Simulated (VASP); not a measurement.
Here is a VASP 6.6.1 calculation.

File INCAR:

```
SYSTEM = Ca
PREC     = Accurate       ! precision mode
ENCUT    = 520            ! plane-wave cutoff, eV
EDIFF    = 1E-7           ! SCF threshold, eV
ISMEAR   = -1             ! smearing method
SIGMA    = 0.05           ! smearing width, eV
LREAL    = .FALSE.        ! projectors in reciprocal space
LASPH    = .TRUE.         ! aspherical terms in the spheres
NELM     = 100            ! most SCF steps
ALGO     = Normal         ! electronic algorithm
ISIF     = 2              ! what is computed and relaxed
LWAVE    = .FALSE.        ! write WAVECAR
LCHARG   = .FALSE.        ! write CHGCAR
GGA      = PS             ! functional
NBANDS   = 11             ! bands
```

Contents of KPOINTS:

```
Automatic mesh
0
G
  8 8 8
  0 0 0
```

The input POSCAR:

```
Ca
1.0
    0.0000000000      2.7264620000      2.7264620000
    2.7264620000      0.0000000000      2.7264620000
    2.7264620000      2.7264620000      0.0000000000
Ca
1
Direct
    0.0000000000      0.0000000000      0.0000000000
```

Potentials or basis: VASP PAW PBE potentials, release 64 (Ca_sv).

Command:

```console
$ cat potpaw_PBE.64/Ca_sv/POTCAR > POTCAR
$ mpirun -np 1 vasp_std > vasp.out
```

Problem. Predict the band gap on the k mesh.

Solution. Zero (band 5 reaches 2.23 eV, above the bottom of band 6 at 1.93 eV).

Problem. Predict the pressure.

Solution. 0.0 GPa.

Caveat: the PAW data sets were made with another functional, which shifts forces and pressure a little.
